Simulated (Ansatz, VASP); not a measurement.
## One calculation of NaSb2, two programs

```xyz
6
Lattice="-3.8450 3.8450 2.8764 3.8450 -3.8450 2.8764 3.8450 3.8450 -2.8764" Properties=species:S:1:pos:R:3 pbc="T T T"
Na    0.0000    0.0000    1.4382
Na    0.0000    0.0000    4.3146
Sb    0.9893    4.8342    0.0000
Sb    2.8557    0.9893    0.0000
Sb    2.8557   -0.9893    2.8764
Sb    0.9893    2.8557    2.8764
```

Alike in both runs: task relaxation of cell and atoms; functional PBE; k mesh 8 × 8 × 8; occupations gaussian, width 0.1 eV; no spin polarisation.

```csv
,VASP,Ansatz
version,VASP 6.6.1,Ansatz 0.2.0
potentials or method,"VASP PAW PBE potentials, release 64 (Na_pv, Sb), cutoff 600 eV","scalar-relativistic, plane waves, PAW"
valence electrons in the cell,34,78
```

Ansatz gave:

| Item | Value |
| --- | --- |
| gap on the k mesh at the Fermi level, each at its own relaxed structure (eV) | none |
| relaxed volume (Å³/atom) | 28.35 |
| relaxed length of the cell vector where the two differ most in proportion (Å) | 6.152 |

Question: Estimate VASP's values.

Answer: gap on the k mesh at the Fermi level, each at its own relaxed structure (eV): none; relaxed volume (Å³/atom): 28.36; relaxed length of the cell vector where the two differ most in proportion (Å): 6.154.

A gap of «none» marks a metal or a gap that the smearing closes. VASP's potentials hold 34 valence electrons a cell and Ansatz's 78, so a difference there can come from the potentials and not from the codes.

Neither program's run includes spin-orbit coupling.
